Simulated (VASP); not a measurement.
# TiH4 (P1) in VASP: a series of runs, part 2 of 2

VASP 6.6.1. Earlier steps stand in the parts before.

## (3) Relaxation of cell and atoms, PBE

Input file INCAR:

```
SYSTEM = TiH4
PREC = Accurate ; ENCUT = 600
EDIFF = 1E-6 ; ISMEAR = 0
SIGMA = 0.1 ; LREAL = .False.
LASPH = .True. ; NELM = 80
ALGO = Normal ; ISIF = 3
LWAVE = .False. ; LCHARG = .False.
GGA = PE ; IBRION = 2
NSW = 90 ; EDIFFG = -0.04
```

Input file KPOINTS:

```
Automatic mesh
0
Gamma
  6 4 4
  0 0 0
```

Input file POSCAR:

```
TiH4
1.0
    3.0039248053      0.0000000000      0.0000000000
    0.0539801075      5.1247057441      0.0000000000
    0.0830901399      0.0750382361      5.2616656214
Ti H
2 8
Direct
    0.0205909819      0.4677894156      0.0048042439
    0.5181405932      0.4725742370      0.4896349650
    0.0875560357      0.8379298620      0.9574387176
    0.5608594383      0.8521173193      0.4633897705
    0.8328048492      0.8253499561      0.0194337823
    0.3957332011      0.8351008658      0.5846510895
    0.5231065488      0.5138337484      0.8260635098
    0.0178117130      0.6073236802      0.3263198459
    0.0225766896      0.2955897206      0.6547419309
    0.5208199491      0.2923911949      0.1735221449
```

Potentials or basis: VASP PAW PBE potentials, release 64 (Ti_sv, H).

The run is started by

```
$ cat potpaw_PBE.64/Ti_sv/POTCAR potpaw_PBE.64/H/POTCAR > POTCAR
$ mpirun -np 1 vasp_std > vasp.out
```

OUTCAR:

```text
SYSTEM = TiH4
   PREC = Accurate
   ENCUT = 600
   EDIFF = 1E-6
   ISMEAR = 0
   LREAL = .False.
   LASPH = .True.
   NELM = 80
   ISIF = 3
   GGA = PE
   IBRION = 2
   NSW = 90
   EDIFFG = -0.04

 ion  position               nearest neighbor table
   1  0.021  0.468  0.005-   7 1.78   7 1.79   8 1.85
   2  0.518  0.473  0.490-   7 1.79   8 1.85   8 1.86
   3  0.088  0.838  0.957-   5 0.83
   4  0.561  0.852  0.463-   6 0.81
   5  0.833  0.825  0.019-   3 0.83
   6  0.396  0.835  0.585-   4 0.81
   7  0.523  0.514  0.826-   1 1.78   2 1.79   1 1.79
   8  0.018  0.607  0.326-   1 1.85   2 1.85   2 1.86
   9  0.023  0.296  0.655-
  10  0.521  0.292  0.174-

  LATTYP: Found a triclinic cell.
 ALAT       =     5.2628566216
 B/A-ratio  =     0.5707783854
 C/A-ratio  =     0.9738038482
 COS(alpha) =     0.0105327244
 COS(beta)  =     0.0144235811
 COS(gamma) =     0.0157880303

  Lattice vectors:

 A1 = (   0.0830901399,   0.0750382361,   5.2616656214)
 A2 = (   3.0039248053,   0.0000000000,   0.0000000000)
 A3 = (   0.0539801075,   5.1247057441,   0.0000000000)

Analysis of symmetry for initial positions (statically):
=====================================================================
 Subroutine PRICEL returns:
 Original cell was already a primitive cell.

 Routine SETGRP: Setting up the symmetry group for a
 triclinic supercell.

 Subroutine GETGRP returns: Found  1 space group operations
 (whereof  1 operations were pure point group operations)
 out of a pool of  2 trial point group operations.

The static configuration has the point symmetry C_1 .

Analysis of symmetry for dynamics (positions and initial velocities):
=====================================================================
 Subroutine PRICEL returns:
 Original cell was already a primitive cell.

 Routine SETGRP: Setting up the symmetry group for a
 triclinic supercell.

 Subroutine GETGRP returns: Found  1 space group operations
 (whereof  1 operations were pure point group operations)
 out of a pool of  2 trial point group operations.

The dynamic configuration has the point symmetry C_1 .

 Subroutine INISYM returns: Found  1 space group operations
 (whereof  1 operations are pure point group operations),
 and found     1 'primitive' translations

----------------------------------------------------------------------------------------

                                     Primitive cell

  volume of cell :      80.9993

  direct lattice vectors                    reciprocal lattice vectors
     3.003924805  0.000000000  0.000000000     0.332897814 -0.003506515 -0.005206983
     0.053980107  5.124705744  0.000000000     0.000000000  0.195133155 -0.002782854
     0.083090140  0.075038236  5.261665621     0.000000000  0.000000000  0.190053886

  length of vectors
     3.003924805  5.124990031  5.262856622     0.332956998  0.195152998  0.190053886

  position of ions in fractional coordinates (direct lattice)
     0.020590982  0.467789416  0.004804244
     0.518140593  0.472574237  0.489634965
[... 76 lines left out ...]
   number of dos      NEDOS =    301   number of ions     NIONS =     10
   total plane-waves  NPLWV =  42336
   dimension x,y,z NGX =    24 NGY =   42 NGZ =   42
   dimension x,y,z NGXF=    48 NGYF=   84 NGZF=   84
   ions per type =               2   8
   NGX,Y,Z   is equivalent  to a cutoff of  13.28, 13.62, 13.27 a.u.
   NGXF,Y,Z  is equivalent  to a cutoff of  26.56, 27.25, 26.53 a.u.
 SYSTEM =  TiH4
   PREC   = accura    normal or accurate (medium, high low for compatibility)
   ISTART =      0    job   : 0-new  1-cont  2-samecut
   ICHARG =      2    charge: 1-file 2-atom 10-const
   ISPIN  =      1    spin polarized calculation?
   LNONCOLLINEAR =      F non collinear calculations
   LSORBIT =      F    spin-orbit coupling
   LASPH  =      T    aspherical Exc in radial PAW
   ENCUT  =  600.0 eV  44.10 Ry    6.64 a.u.   6.00 10.24 10.51*2*pi/ulx,y,z
   NELM   =     80;   NELMIN=  2; NELMDL= -5     # of ELM steps
   EDIFF  = 0.1E-05   stopping-criterion for ELM
   LREAL  =      F    real-space projection
   EDIFFG = -.4E-01   stopping-criterion for IOM
   NSW    =     90    number of steps for IOM
   IBRION =      2    ionic relax: 0-MD 1-quasi-New 2-CG
   NFREE  =      1    steps in history (QN), initial steepest desc. (CG)
   ISIF   =      3    stress and relaxation
   ISYM   =      2    0-nonsym 1-usesym 2-fastsym
   POTIM  = 0.5000    time-step for ionic-motion
   TEBEG  =    0.0;   TEEND  =   0.0 temperature during run
   PSTRESS=    0.0 pullay stress
   NELECT =      32.0000    total number of electrons
   NUPDOWN=      -1.0000    fix difference up-down
   EMIN   =  10.00;   EMAX   =-10.00  energy-range for DOS
   EFERMI =   0.00;   METHOD = LEGACY
   ISMEAR =     0;   SIGMA  =   0.10  broadening in eV -4-tet -1-fermi 0-gaus
   EFERMI_NEDOS =   21; number of points for ismear=-14 and -15
   IALGO  =     38    algorithm
   IMIX   =      4    mixing-type and parameters
     AMIX     =   0.40;   BMIX     =  1.00
     AMIX_MAG =   1.60;   BMIX_MAG =  1.00
  volume/ion in A,a.u.               =       8.10        54.66
  Fermi-wavevector in a.u.,A,eV,Ry     =   1.201244  2.270021 19.633018  1.442986
  Thomas-Fermi vector in A             =   2.337058
   LORBIT       =      0    0 simple, 1 ext, 2 COOP (PROOUT), +10 PAW based schemes
   GGA     = PE    functional components
   LHFCALC =     F    Hartree Fock is set to
   AEXX    =    0.0000 exact exchange contribution
   IVDW    =     0    specifies the selected vdW correction
   LEPSILON=     F    determine dielectric tensor
   LRPA    =     F    only Hartree local field effects (RPA)
 conjugate gradient relaxation of ions
 non-spin polarized calculation
 Gauss-broadening in eV      SIGMA  =   0.10
  energy-cutoff  :      600.00
  volume of cell :       81.00
 maximum number of plane-waves:      2728
   NGX = 11   NGY = 21   NGZ = 21

--------------------------------------- Ionic step        1  -------------------------------------------

 number of electron      32.0000000 magnetization

 Free energy of the ion-electron system (eV)
  ---------------------------------------------------
  ext. energy  EPLUGINS =         0.00000000
  ---------------------------------------------------
  free energy    TOTEN  =       -43.64947082 eV

  energy without entropy =      -43.64106060  energy(sigma->0) =      -43.64526571

------------------------ aborting loop because EDIFF is reached ----------------------------------------

  FORCE on cell =-STRESS in cart. coord.  units (eV):
  Direction    XX          YY          ZZ          XY          YZ          ZX
  --------------------------------------------------------------------------------------
  -------------------------------------------------------------------------------------
  Total       -0.7204931      0.7147783     -0.5896482     -0.0315245     -0.0103167      0.1152189
  in kB      -14.2514535     14.1384144    -11.6633233     -0.6235596     -0.2040658      2.2790453
  external PRESSURE =      -3.9254541 kB  Pullay stress =       0.0000000 kB
[... 113 lines left out ...]
  FREE ENERGIE OF THE ION-ELECTRON SYSTEM (eV)
  ---------------------------------------------------
  free  energy   TOTEN  =       -43.6640500939 eV

  energy  without entropy=      -43.6562382460  energy(sigma->0) =      -43.66014417

[... ionic steps 4 to 40 ...]

--------------------------------------- Ionic step       41  -------------------------------------------

 number of electron      32.0000003 magnetization

------------------------ aborting loop because EDIFF is reached ----------------------------------------
[... 83 lines left out ...]
--------------------------------------- Ionic step       43  -------------------------------------------

 number of electron      32.0000004 magnetization

 Free energy of the ion-electron system (eV)
  ---------------------------------------------------
  ext. energy  EPLUGINS =         0.00000000
  ---------------------------------------------------
  free energy    TOTEN  =       -43.78049411 eV

  energy without entropy =      -43.77227446  energy(sigma->0) =      -43.77638429

 E-fermi :   3.1636     XC(G=0):  -8.9224

 val. band max:        3.1315642730   @ k =   0.0000   0.2500   0.2500
 cond. band min:       3.1795384540   @ k =   0.1667  -0.0000  -0.0000
 fundamental gap:      0.0479741810
 Fermi energy:         3.1635596097

 k-point     1 :       0.0000    0.0000    0.0000
  band No.  band energies     occupation
      1     -54.1118      2.00000
      2     -54.0483      2.00000
      3     -30.6662      2.00000
      4     -30.5958      2.00000
      5     -30.4707      2.00000
      6     -30.0870      2.00000
[... 589 lines left out ...]
     21       5.9111      0.00000
     22       5.9773      0.00000

 [... further k-points ...]
[... 5 lines left out ...]
  --------------------------------------------------------------------------------------
  -------------------------------------------------------------------------------------
  Total       -0.0483125      0.0043510      0.0123641     -0.0032547      0.0244073      0.0138460
  in kB       -0.9156898      0.0824666      0.2343426     -0.0616877      0.4626035      0.2624293
  external PRESSURE =      -0.1996269 kB  Pullay stress =       0.0000000 kB
[... 25 lines left out ...]
  FREE ENERGIE OF THE ION-ELECTRON SYSTEM (eV)
  ---------------------------------------------------
  free  energy   TOTEN  =       -43.7804941137 eV

  energy  without entropy=      -43.7722744599  energy(sigma->0) =      -43.77638429

 reached required accuracy - stopping structural energy minimisation
```

Run time: 67 min. Hardware: 1 thread of Intel Xeon 8259CL, shared host; peak memory 0.27 GiB.

Results:

```
Free energy                           : -43.7805 eV
Relaxed volume                        : 8.45 Å³/atom
Relaxed cell                          : a = 2.973 Å, b = 5.482 Å, c = 5.188 Å, α = 89.57°, β = 89.07°, γ = 89.42°
Space group after relaxing (to 0.1 Å) : Cm (No. 8)
Energy gained by relaxing             : 13.1 meV/atom
Ionic steps                           : 43
Pressure after relaxing               : 0.0 GPa
Largest force after relaxing          : 0.035 eV/Å
Band gap on the k mesh                : zero (bands 16 and 17 overlap by 0.69 eV)
```

Forces on the atoms (eV/Å):
```
Ti   0.001  0.034  0.005
Ti  -0.004  0.015  0.009
H    0.022 -0.012 -0.012
H    0.001 -0.002  0.010
H   -0.010 -0.017 -0.004
H    0.000 -0.010  0.005
H   -0.009 -0.005  0.016
H   -0.001 -0.005 -0.011
H    0.000 -0.005 -0.012
H   -0.001  0.006 -0.006
```

The path:
```
step  energy change (eV)  largest force (eV/Å)  pressure (GPa)  volume (Å³)
   1              0.0000                0.3376           -0.39        81.00
   3             -0.0146                0.3060            0.47        80.73
   5             -0.0297                0.3309            0.13        80.87
   7             -0.0589                0.2974            0.43        81.20
   9             -0.0661                0.4192            0.61        81.41
  11             -0.0829                0.3129            0.11        82.02
  13             -0.1007                0.1636           -0.64        82.91
  15             -0.1054                0.1459           -0.25        82.58
  17             -0.1104                0.2512            0.62        82.00
  19             -0.1132                0.1369            0.68        81.80
  21             -0.1168                0.1258            0.16        82.18
  23             -0.1171                0.1547           -0.02        82.33
  25             -0.1190                0.0974            0.01        82.59
  27             -0.1216                0.0768           -0.15        82.93
  29             -0.1222                0.1080           -0.29        83.18
  31             -0.1247                0.1163           -0.05        83.16
  33             -0.1263                0.0587            0.20        83.12
  35             -0.1276                0.0612            0.13        83.41
  37             -0.1281                0.0720            0.08        83.60
  39             -0.1293                0.0619           -0.01        84.01
  41             -0.1305                0.0451           -0.15        84.42
  43             -0.1310                0.0348           -0.02        84.53
```

Final structure:
```
Ti H
1.0
     2.97266    0.00091    0.00054
     0.05428    5.48164   -0.02097
     0.08318    0.05786    5.18741
Ti H
2 8
Cartesian
  0.1497 2.6365 5.1653
  1.5951 2.6031 2.5715
  0.3973 4.5978 4.9870
  1.8391 4.5548 2.3533
  2.6131 4.4921 0.2265
  1.1817 4.5165 2.8071
  1.6300 3.2489 4.2872
  0.1017 3.2092 1.7005
  0.1173 1.6915 3.4537
  1.5624 1.6609 0.8547
```

Levels at points of the mesh, in eV from the Fermi level:
| k point | band 14 | band 15 | band 16 | band 17 | band 18 | band 19 |
| --- | --- | --- | --- | --- | --- | --- |
| (0.00, 0.00, 0.00) | -3.33 | -1.59 | 0.29 | 0.48 | 1.09 | 1.65 |
| (0.50, 0.00, 0.00) | -4.59 | -0.99 | -0.97 | 0.27 | 0.27 | 1.73 |
| (0.00, 0.50, 0.00) | -2.76 | -1.77 | 0.29 | 0.48 | 1.06 | 1.08 |
| (0.50, 0.50, 0.00) | -4.62 | -1.12 | -1.10 | 0.20 | 0.21 | 1.24 |
| (0.00, 0.00, 0.50) | -4.10 | -0.49 | -0.49 | 1.24 | 1.24 | 1.36 |
| (0.50, 0.00, 0.50) | -4.16 | -1.82 | -1.56 | 1.09 | 1.09 | 1.82 |
| (0.00, 0.50, 0.50) | -3.87 | -0.53 | -0.52 | 0.65 | 0.65 | 1.26 |
| (0.50, 0.50, 0.50) | -3.96 | -2.06 | -1.73 | 1.06 | 1.07 | 1.18 |

The gap in the log of VASP goes by the Fermi energy; the results here count the filled bands.